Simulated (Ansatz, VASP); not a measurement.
# As in VASP and in Ansatz

```
As
1.0
     2.95211   -3.35327   -0.39726
     2.95211    3.35327   -0.39726
    -1.97167    0.00000    6.85975
As
6
Cartesian
  0.7535 0.8775 2.2904
  4.1649 0.8775 0.3449
  3.1791 -0.8775 3.7748
  -0.2324 -0.8775 5.7203
  1.4761 1.6766 -0.1986
  0.4902 -1.6766 3.2312
```

Alike in both runs: functional PBE; k mesh 4 × 4 × 4; occupations gaussian, width 0.1 eV; no spin polarisation.

Ansatz relaxed the structure, and its values are those at the end. VASP's run is a single point on that final structure, the one shown.

```csv
,VASP,Ansatz
version,VASP 6.6.1,Ansatz 0.2.0
potentials or method,"VASP PAW PBE potentials, release 64 (As), cutoff 520 eV","scalar-relativistic, plane waves, PAW"
valence electrons in the cell,30,90
```

|  | VASP | Ansatz | Ansatz less VASP |
| --- | --- | --- | --- |
| gap on the k mesh at the Fermi level (eV) | none | none | - |
| pressure (GPa) | 0.2 | 0.0 | -0.15 |
| rms of the force components (eV/Å) | 0.004 | 0.006 | +0.0018 |

A gap of «none» marks a metal or a gap that the smearing closes. VASP's potentials hold 30 valence electrons a cell and Ansatz's 90, so a difference there can come from the potentials and not from the codes.

The k mesh is coarse, so the values compare programs but aren't converged.
